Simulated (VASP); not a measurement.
Here is a VASP 6.6.1 calculation.

INCAR

```
PREC     = Accurate       # precision mode
ENCUT    = 520            # plane-wave cutoff, eV
EDIFF    = 1E-6           # SCF threshold, eV
ISMEAR   = 0              # smearing method
SIGMA    = 0.05           # smearing width, eV
LREAL    = False          # projectors in reciprocal space
LASPH    = True           # aspherical terms in the spheres
NELM     = 60             # most SCF steps
ALGO     = Normal         # electronic algorithm
ISIF     = 2              # what is computed and relaxed
LWAVE    = False          # write WAVECAR
LCHARG   = False          # write CHGCAR
GGA      = PE             # functional
NBANDS   = 36             # bands
```

KPOINTS

```
regular mesh
0
Gamma
  7 7 2
```

Contents of POSCAR:

```
MgO
1.0
   -3.5213164963      0.0000000000      0.0000000000
   -1.7606582481     -3.0495495406      0.0000000000
   -0.8803291241     -1.0165165135     12.7181472718
Mg O
6 6
Direct
    0.6597208333      0.6388833333      0.0833500000
    0.6319430556      0.5277722222      0.4166833333
    0.6041652778      0.4166611111      0.7500166667
    0.2569430556      0.0277722222      0.9166833333
    0.3124986111      0.2499944444      0.2500166667
    0.2847208333      0.1388833333      0.5833500000
    0.5902763889      0.3611055556      0.9166833333
    0.6458319444      0.5833277778      0.2500166667
    0.6180541667      0.4722166667      0.5833500000
    0.3263875000      0.3055500000      0.0833500000
    0.2986097222      0.1944388889      0.4166833333
    0.2708319444      0.0833277778      0.7500166667
```

Potentials or basis: VASP PAW PBE potentials, release 64 (Mg, O).

The run is started by

```console
$ cat potpaw_PBE.64/Mg/POTCAR potpaw_PBE.64/O/POTCAR > POTCAR
$ mpirun -np 1 vasp_std > vasp.out
```

(1) Predict the largest force.

(2) Predict the pressure.

## Answers

(1) 2.307 eV/Å.

(2) 0.4 GPa.

Caveat: the cell differs from its parent crystal (the part above a cut slid along it); the stress differs along the axes, from -5 to 8 GPa; forces of over 1 eV/Å act on the atoms, so gaps and moduli don't describe the material at rest.
